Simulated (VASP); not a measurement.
Runs of VASP 6.6.1 on SiNi. The structure is that of space group P2_13 (No. 198), or close to it. The cells are those of the table. 

| level | potentials or basis | spin | U | fixed moment (μB) | cell | k mesh | gap on the mesh (eV) | pressure (GPa) | moment (μB) | largest force (eV/Å) |
| --- | --- | --- | --- | --- | --- | --- | --- | --- | --- | --- |
| PBEsol | VASP PAW PBE potentials, release 64 (Ni, Si) | collinear, zero start | - | 0.0 | a = 4.504 Å, 8 atoms | 5 × 5 × 5 | - | (a) | 0.00 | 0.03 |
| PBEsol+D4 | VASP PAW PBE potentials, release 64 (Ni, Si) | collinear, ferromagnetic start | - | - | a = 4.440 Å, 8 atoms | 6 × 6 × 6 | none | 0.2 | 0.00 | 0.01 |
| PBEsol+U | VASP PAW PBE potentials, release 64 (Ni, Si) | collinear, ferromagnetic start | Ni d U = 3.0 eV | - | a = 4.504 Å, 8 atoms | 6 × 6 × 6 | none | -9.6 | 0.00 | 0.12 |
| PBEsol+U | VASP PAW PBE potentials, release 64 (Ni, Si) | collinear, ferromagnetic start | Ni d U = 1.0 eV | - | a = 4.504 Å, 8 atoms | 6 × 6 × 6 | none | -6.1 | 0.00 | 0.07 |
| PBEsol | VASP PAW PBE potentials, release 64 (Ni, Si) | collinear, ferromagnetic start | - | 3.0 | a = 4.504 Å, 8 atoms | 5 × 5 × 5 | - | -0.3 | 3.00 | 0.09 |
| RPBE | VASP PAW PBE potentials, release 64 (Ni, Si) | collinear, ferromagnetic start | - | - | a = 4.549 Å, 8 atoms | 6 × 6 × 6 | none | -0.2 | 0.00 | - |
| PBEsol+U | VASP PAW PBE potentials, release 64 (Ni, Si) | collinear, ferromagnetic start | Ni d U = 6.0 eV | - | a = 4.504 Å, 8 atoms | 6 × 6 × 6 | none | (c) | 0.00 | 0.20 |
| LDA | VASP PAW LDA potentials, release 64 (Ni, Si) | collinear, ferromagnetic start | - | - | a = 4.504 Å, 8 atoms | 6 × 6 × 6 | none | (b) | 0.00 | 0.06 |

Alike in all rows: task single point; cutoff (eV) 520; smearing fermi-dirac 0.05 eV.

Task: Estimate the missing entries.

Result: (a) -4.4; (b) -9.1; (c) -15.2.

Caveats: the PAW data sets were made with another functional, which shifts forces and pressure a little (some runs); the U is typed as a test and isn't derived for this compound (some runs); the total moment is fixed, so each spin has its own Fermi level (some runs); pairwise dispersion overbinds metals, which lowers pressure and volume (some runs).

A gap of «none» marks levels without a gap at the run's occupations.
